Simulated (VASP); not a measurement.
# SnO2 in VASP: notebook, part 2 of 2

VASP 6.6.1. The steps go on from the part before.

### 3 Single point, PBEsol

This run uses another cell than the first one, of 14.07 Å³/atom, 0.971 times its volume.

Contents of INCAR:

```
SYSTEM = SnO2
ALGO = Normal
EDIFF = 1E-7
ENCUT = 520
GGA = PS
ISIF = 2
ISMEAR = 0
LASPH = .TRUE.
LCHARG = .TRUE.
LELF = .TRUE.
LREAL = .FALSE.
LVHAR = .TRUE.
LWAVE = .FALSE.
NBANDS = 20
NELM = 80
PREC = Accurate
SIGMA = 0.01
```

Contents of KPOINTS:

```
k-points
0
G
  8 8 8
  0 0 0
```

Contents of POSCAR:

```
SnO2
1.0
    1.6662711241      0.9620220821      4.7781164204
   -1.5444524285      0.9478262158      4.7398422924
    0.0486153670     -1.8114481459      4.7398422924
Sn O
1 2
Direct
    0.5000000000      0.5000000000      0.5000000000
    0.2264803142      0.2419482466      0.2419482466
    0.7735196858      0.7580517534      0.7580517534
```

Potentials or basis: VASP PAW PBE potentials, release 64 (Sn_d, O).

Launch:

```
$ cat potpaw_PBE.64/Sn_d/POTCAR potpaw_PBE.64/O/POTCAR > POTCAR
$ mpirun -np 1 vasp_std > vasp.out
```

OUTCAR:

```text
SYSTEM = SnO2
   EDIFF = 1E-7
   ENCUT = 520
   GGA = PS
   ISIF = 2
   ISMEAR = 0
   LASPH = .TRUE.
   LREAL = .FALSE.
   NELM = 80
   PREC = Accurate

 ion  position               nearest neighbor table
   1  0.500  0.500  0.500-   2 2.10   3 2.10   3 2.10   2 2.10   2 2.11   3 2.11
   2  0.226  0.242  0.242-   1 2.10   1 2.10   1 2.11
   3  0.774  0.758  0.758-   1 2.10   1 2.10   1 2.11

  LATTYP: Found a base centered monoclinic cell.
 ALAT       =     5.5758576602
 B/A-ratio  =     0.5714162350
 C/A-ratio  =     0.9237960875
 COS(beta)  =    -0.3862311170

  Lattice vectors:

 A1 = (  -3.2107235526,  -0.0141958663,  -0.0382741280)
 A2 = (  -1.6176557571,  -2.7734702280,  -0.0382741280)
 A3 = (   1.6662711241,   0.9620220821,   4.7781164204)

Analysis of symmetry for initial positions (statically):
=====================================================================
 Subroutine PRICEL returns:
 Original cell was already a primitive cell.

 Routine SETGRP: Setting up the symmetry group for a
 base centered monoclinic supercell.

 Subroutine GETGRP returns: Found  4 space group operations
 (whereof  4 operations were pure point group operations)
 out of a pool of  4 trial point group operations.

The static configuration has the point symmetry C_2h.

Analysis of symmetry for dynamics (positions and initial velocities):
=====================================================================
 Subroutine PRICEL returns:
 Original cell was already a primitive cell.

 Routine SETGRP: Setting up the symmetry group for a
 base centered monoclinic supercell.

 Subroutine GETGRP returns: Found  4 space group operations
 (whereof  4 operations were pure point group operations)
 out of a pool of  4 trial point group operations.

The dynamic configuration has the point symmetry C_2h.

 Subroutine INISYM returns: Found  4 space group operations
 (whereof  4 operations are pure point group operations),
 and found     1 'primitive' translations
[... 109 lines left out ...]
   NUPDOWN=      -1.0000    fix difference up-down
   EMIN   =  10.00;   EMAX   =-10.00  energy-range for DOS
   EFERMI =   0.00;   METHOD = LEGACY
   ISMEAR =     0;   SIGMA  =   0.01  broadening in eV -4-tet -1-fermi 0-gaus
   EFERMI_NEDOS =   21; number of points for ismear=-14 and -15
   IALGO  =     38    algorithm
   IMIX   =      4    mixing-type and parameters
     AMIX     =   0.40;   BMIX     =  1.00
     AMIX_MAG =   1.60;   BMIX_MAG =  1.00
  volume/ion in A,a.u.               =      14.07        94.94
  Fermi-wavevector in a.u.,A,eV,Ry     =   1.392990  2.632369 26.401027  1.940421
  Thomas-Fermi vector in A             =   2.516679
   LORBIT       =      0    0 simple, 1 ext, 2 COOP (PROOUT), +10 PAW based schemes
   GGA     = PS    functional components
   LHFCALC =     F    Hartree Fock is set to
   AEXX    =    0.0000 exact exchange contribution
   IVDW    =     0    specifies the selected vdW correction
   LEPSILON=     F    determine dielectric tensor
   LRPA    =     F    only Hartree local field effects (RPA)
 non-spin polarized calculation
 Gauss-broadening in eV      SIGMA  =   0.01
  energy-cutoff  :      520.00
  volume of cell :       42.20
 maximum number of plane-waves:      1150
 NGX is ok and might be reduce to    40
   NGX = 19   NGY = 19   NGZ = 19

 number of electron      26.0000004 magnetization

 Free energy of the ion-electron system (eV)
  ---------------------------------------------------
  ext. energy  EPLUGINS =         0.00000000
  ---------------------------------------------------
  free energy    TOTEN  =       -19.31336224 eV

  energy without entropy =      -19.31336224  energy(sigma->0) =      -19.31336224

 E-fermi :   3.5931     XC(G=0): -10.3649

 val. band max:        3.4902225081   @ k =  -0.1250  -0.2500   0.1250
 cond. band min:       5.5257554315   @ k =   0.0000   0.0000   0.0000
 fundamental gap:      2.0355329234
 Fermi energy:         3.5931081581

 k-point     1 :       0.0000    0.0000    0.0000
  band No.  band energies     occupation
      1     -16.4572      2.00000
      2     -16.1846      2.00000
      3     -16.1706      2.00000
      4     -15.9618      2.00000
      5     -15.9588      2.00000
      6     -14.5454      2.00000
[... 541 lines left out ...]
     19      16.7931      0.00000
     20      19.8269      0.00000

 [... further k-points ...]
[... 5 lines left out ...]
  --------------------------------------------------------------------------------------
  -------------------------------------------------------------------------------------
  Total       -0.0025450      0.2450928     -0.1352360     -0.2144607     -0.0210778     -0.0365079
  in kB       -0.0966158      9.3043754     -5.1339164     -8.1414972     -0.8001703     -1.3859373
  external PRESSURE =       1.3579477 kB  Pullay stress =       0.0000000 kB

 VOLUME and BASIS-vectors are now :
 -----------------------------------------------------------------------------
  energy-cutoff  :      520.00
  volume of cell :       42.20
      direct lattice vectors                 reciprocal lattice vectors
     1.666271124  0.962022082  4.778116420     0.309888021  0.178913932  0.065197948
    -1.544452429  0.947826216  4.739842292    -0.313125099  0.181631264  0.072626532
     0.048615367 -1.811448146  4.739842292     0.000734739 -0.361989922  0.072626532

 POSITION                                       TOTAL-FORCE (eV/Angst)
 -----------------------------------------------------------------------------------
      0.08522      0.04920      7.12890        -0.000000      0.000000     -0.000000
      0.01546      0.00893      3.37574         0.011342      0.006548      0.049295
      0.15497      0.08947     10.88206        -0.011342     -0.006548     -0.049295
 -----------------------------------------------------------------------------------
    total drift:                               -0.000000     -0.000000      0.000000

  FREE ENERGIE OF THE ION-ELECTRON SYSTEM (eV)
  ---------------------------------------------------
  free  energy   TOTEN  =       -19.3133622395 eV

  energy  without entropy=      -19.3133622395  energy(sigma->0) =      -19.31336224
```

Run time: 2 min. Hardware: 1 thread of Intel Xeon 6975P-C (Granite Rapids), shared host; peak memory 0.31 GiB.

What came out:

| Item | Value |
| --- | --- |
| Free energy | -19.3134 eV |
| Pressure | 0.1 GPa |
| Largest force | 0.051 eV/Å |
| Band gap on the k mesh | 2.04 eV, indirect (least direct gap 2.21 eV) |

Forces on the atoms (eV/Å):
```
Sn   0.000  0.000  0.000
O    0.011  0.007  0.049
O   -0.011 -0.007 -0.049
```

Caveat: the PAW data sets were made with another functional, which shifts forces and pressure a little; spin-orbit coupling is left out, which moves the levels of the heavy elements. Expect the measured gap to be larger: semilocal functionals such as PBEsol lack the derivative discontinuity.

### 4 Single point, PBEsol

Contents of INCAR:

```
ALGO = Normal ; EDIFF = 1E-6
ENCUT = 910 ; GGA = PS
GGA_COMPAT = False ; ISIF = 2
ISMEAR = 0 ; LASPH = True
LCHARG = True ; LELF = True
LREAL = False ; LVHAR = True
LWAVE = False ; NBANDS = 20
NELM = 120 ; PREC = Accurate
SIGMA = 0.01
```

Contents of KPOINTS:

```
k-points
0
Gamma
  8 8 8
```

Contents of POSCAR:

```
SnO2
1.0
    1.6170930800      0.9336291200      4.8005925800
   -1.6170930800      0.9336291200      4.8005925800
    0.0000000000     -1.8672582400      4.8005925800
Sn O
1 2
Direct
    0.5000000007      0.5000000007      0.5000000007
    0.2371700002      0.2371700002      0.2371700002
    0.7628300005      0.7628300005      0.7628300005
```

Potentials or basis: VASP PAW PBE potentials, release 64 (Sn_d, O_h).

Launch:

```
$ cat potpaw_PBE.64/Sn_d/POTCAR potpaw_PBE.64/O_h/POTCAR > POTCAR
$ mpirun -np 1 vasp_std > vasp.out
```

OUTCAR:

```text
EDIFF = 1E-6
   ENCUT = 910
   GGA = PS
   ISIF = 2
   ISMEAR = 0
   LASPH = True
   LREAL = False
   NELM = 120
   PREC = Accurate

 ion  position               nearest neighbor table
   1  0.500  0.500  0.500-   2 2.13   3 2.13   2 2.13   2 2.13   3 2.13   3 2.13
   2  0.237  0.237  0.237-   1 2.13   1 2.13   1 2.13
   3  0.763  0.763  0.763-   1 2.13   1 2.13   1 2.13

  LATTYP: Found a trigonal (rhomboedric) cell.
 ALAT       =     5.1509554922
 COS(alpha) =     0.8028828377

  Lattice vectors:

 A1 = (   1.6170930800,   0.9336291200,   4.8005925800)
 A2 = (  -1.6170930800,   0.9336291200,   4.8005925800)
 A3 = (   0.0000000000,  -1.8672582400,   4.8005925800)

Analysis of symmetry for initial positions (statically):
=====================================================================
 Subroutine PRICEL returns:
 Original cell was already a primitive cell.

 Routine SETGRP: Setting up the symmetry group for a
 trigonal (rhombohedral) supercell.

 Subroutine GETGRP returns: Found 12 space group operations
 (whereof 12 operations were pure point group operations)
 out of a pool of 12 trial point group operations.

The static configuration has the point symmetry D_3d.

Analysis of symmetry for dynamics (positions and initial velocities):
=====================================================================
 Subroutine PRICEL returns:
 Original cell was already a primitive cell.

 Routine SETGRP: Setting up the symmetry group for a
 trigonal (rhombohedral) supercell.

 Subroutine GETGRP returns: Found 12 space group operations
 (whereof 12 operations were pure point group operations)
 out of a pool of 12 trial point group operations.

The dynamic configuration has the point symmetry D_3d.

 Subroutine INISYM returns: Found 12 space group operations
 (whereof 12 operations are pure point group operations),
[... 107 lines left out ...]
   TEBEG  =    0.0;   TEEND  =   0.0 temperature during run
   PSTRESS=    0.0 pullay stress
   NELECT =      26.0000    total number of electrons
   NUPDOWN=      -1.0000    fix difference up-down
   EMIN   =  10.00;   EMAX   =-10.00  energy-range for DOS
   EFERMI =   0.00;   METHOD = LEGACY
   ISMEAR =     0;   SIGMA  =   0.01  broadening in eV -4-tet -1-fermi 0-gaus
   EFERMI_NEDOS =   21; number of points for ismear=-14 and -15
   IALGO  =     38    algorithm
   IMIX   =      4    mixing-type and parameters
     AMIX     =   0.40;   BMIX     =  1.00
     AMIX_MAG =   1.60;   BMIX_MAG =  1.00
  volume/ion in A,a.u.               =      14.50        97.82
  Fermi-wavevector in a.u.,A,eV,Ry     =   1.379158  2.606231 25.879336  1.902078
  Thomas-Fermi vector in A             =   2.504154
   LORBIT       =      0    0 simple, 1 ext, 2 COOP (PROOUT), +10 PAW based schemes
   GGA     = PS    functional components
   LHFCALC =     F    Hartree Fock is set to
   AEXX    =    0.0000 exact exchange contribution
   IVDW    =     0    specifies the selected vdW correction
   LEPSILON=     F    determine dielectric tensor
   LRPA    =     F    only Hartree local field effects (RPA)
 non-spin polarized calculation
 Gauss-broadening in eV      SIGMA  =   0.01
  energy-cutoff  :      910.00
  volume of cell :       43.49
 maximum number of plane-waves:      2736
 NGX is ok and might be reduce to    54
   NGX = 25   NGY = 25   NGZ = 25

 number of electron      26.0000001 magnetization

 Free energy of the ion-electron system (eV)
  ---------------------------------------------------
  ext. energy  EPLUGINS =         0.00000000
  ---------------------------------------------------
  free energy    TOTEN  =       -19.32719998 eV

  energy without entropy =      -19.32719998  energy(sigma->0) =      -19.32719998

 E-fermi :   3.5848     XC(G=0): -10.2236

 val. band max:        3.5311197197   @ k =  -0.1250   0.2500   0.1250
 cond. band min:       5.4013830373   @ k =   0.0000   0.0000   0.0000
 fundamental gap:      1.8702633176
 Fermi energy:         3.5847585770

 k-point     1 :       0.0000    0.0000    0.0000
  band No.  band energies     occupation
      1     -16.3634      2.00000
      2     -16.1459      2.00000
      3     -16.1459      2.00000
      4     -15.9630      2.00000
      5     -15.9630      2.00000
      6     -14.3310      2.00000
[... 541 lines left out ...]
     19      16.6638      0.00000
     20      19.7088      0.00000

 [... further k-points ...]
[... 5 lines left out ...]
  --------------------------------------------------------------------------------------
  -------------------------------------------------------------------------------------
  Total       -1.5187582     -1.5187581     -1.0277014      0.0000000     -0.0000000      0.0000000
  in kB      -55.9556186    -55.9556180    -37.8636121      0.0000000     -0.0000000      0.0000000
  external PRESSURE =     -49.9249495 kB  Pullay stress =       0.0000000 kB

 VOLUME and BASIS-vectors are now :
 -----------------------------------------------------------------------------
  energy-cutoff  :      910.00
  volume of cell :       43.49
      direct lattice vectors                 reciprocal lattice vectors
     1.617093080  0.933629120  4.800592580     0.309196797  0.178514855  0.069435872
    -1.617093080  0.933629120  4.800592580    -0.309196797  0.178514855  0.069435872
     0.000000000 -1.867258240  4.800592580     0.000000000 -0.357029709  0.069435872

 POSITION                                       TOTAL-FORCE (eV/Angst)
 -----------------------------------------------------------------------------------
      0.00000      0.00000      7.20089         0.000000      0.000000      0.000000
      0.00000      0.00000      3.41567         0.000000      0.000000     -0.343396
      0.00000      0.00000     10.98611         0.000000      0.000000      0.343396
 -----------------------------------------------------------------------------------
    total drift:                                0.000000      0.000000     -0.000027

  FREE ENERGIE OF THE ION-ELECTRON SYSTEM (eV)
  ---------------------------------------------------
  free  energy   TOTEN  =       -19.3271999777 eV

  energy  without entropy=      -19.3271999777  energy(sigma->0) =      -19.32719998
```

OSZICAR:

```text
N       E                     dE             d eps       ncg     rms          rms(c)
DAV:   1     0.353112315308E+03    0.35311E+03   -0.18662E+04  2700   0.268E+03
DAV:   2     0.400797202580E+02   -0.31303E+03   -0.29721E+03  2868   0.648E+02
DAV:   3    -0.187782575253E+02   -0.58858E+02   -0.56720E+02  3288   0.191E+02
DAV:   4    -0.217950329568E+02   -0.30168E+01   -0.30013E+01  2980   0.465E+01
DAV:   5    -0.218639980681E+02   -0.68965E-01   -0.68950E-01  2944   0.707E+00    0.999E+00
DAV:   6    -0.193819405791E+02    0.24821E+01   -0.93779E+00  4136   0.535E+01    0.436E+00
DAV:   7    -0.193553083053E+02    0.26632E-01   -0.55230E-01  2668   0.592E+00    0.212E+00
DAV:   8    -0.193283874383E+02    0.26921E-01   -0.78549E-02  2872   0.295E+00    0.436E-01
DAV:   9    -0.193266531428E+02    0.17343E-02   -0.93820E-03  3848   0.135E+00    0.968E-02
DAV:  10    -0.193271619282E+02   -0.50879E-03   -0.19815E-03  2740   0.378E-01    0.385E-02
DAV:  11    -0.193271953831E+02   -0.33455E-04   -0.51121E-05  3480   0.624E-02    0.210E-02
DAV:  12    -0.193271993926E+02   -0.40095E-05   -0.90332E-06  2772   0.277E-02    0.675E-03
DAV:  13    -0.193271999777E+02   -0.58512E-06   -0.10526E-06  2288   0.792E-03
   1 F= -.19327200E+02 E0= -.19327200E+02  d E =-.422991E-16
```

stdout:

```text
POSCAR found type information on POSCAR SnO
 POSCAR found :  2 types and       3 ions
 scaLAPACK will be used
 -----------------------------------------------------------------------------
|                                                                             |
|                                                                             |
|     You enforced a specific xc type in the INCAR file but a different       |
|     I HOPE YOU KNOW WHAT YOU ARE DOING!                                     |
|                                                                             |
 -----------------------------------------------------------------------------

 LDA part: xc-table for (Slater+PW92), standard interpolation
 POSCAR, INCAR and KPOINTS ok, starting setup
 FFT: planning ... GRIDC
 FFT: planning ... GRID_SOFT
 FFT: planning ... GRID
 WAVECAR not read
 entering main loop
```

Run time: 3 min. Hardware: 1 thread of Intel Xeon Platinum 8488C (Sapphire Rapids), shared host; peak memory 0.45 GiB.

Results:

- Free energy: -19.3272 eV
- Pressure: -5.0 GPa
- Largest force: 0.343 eV/Å
- Band gap on the k mesh: 1.87 eV, indirect (least direct gap 1.98 eV)

Forces in eV/Å, atoms in the order of the input:
```
Sn   0.000  0.000  0.000
O    0.000  0.000 -0.343
O    0.000  0.000  0.343
```

Stress tensor (GPa, compression positive):
```
-5.60  0.00  0.00
 0.00 -5.60  0.00
 0.00  0.00 -3.79
```

Caveat: the cutoff is under 1.25 times the usual one of these potentials, so pressure, stress and relaxed cells hold a basis-set (Pulay) error; the PAW data sets were made with another functional, which shifts forces and pressure a little; spin-orbit coupling is left out, which moves the levels of the heavy elements. A hybrid or GW would open this gap; PBEsol tends to underestimate it.

### 5 The runs side by side

```csv
potentials or basis,cell,cutoff (eV),second run,gap on the mesh (eV),pressure (GPa),largest force (eV/Å)
"VASP PAW PBE potentials, release 64 (Sn_d, O)","a = 5.151 Å, angles 36.6°, 3 atoms",520,-,1.85,-4.6,0.35
"VASP PAW PBE potentials, release 64 (Sn_d, O)","a = 5.151, b = 5.074, c = 5.074 Å, angles 36.6°, 3 atoms",520,-,2.04,0.1,0.05
"VASP PAW PBE potentials, release 64 (Sn_d, O_h)","a = 5.151 Å, angles 36.6°, 3 atoms",910,hard_potentials,1.87,-5.0,0.34
```

Alike in all rows: task single point; level PBEsol; no spin polarisation; k mesh 8 × 8 × 8; smearing gaussian 0.01 eV.

Caveats: the PAW data sets were made with another functional, which shifts forces and pressure a little; spin-orbit coupling is left out, which moves the levels of the heavy elements; the cutoff is under 1.25 times the usual one of these potentials, so pressure, stress and relaxed cells hold a basis-set (Pulay) error (some runs).

Absolute energies hang on the potentials; compare differences alone.
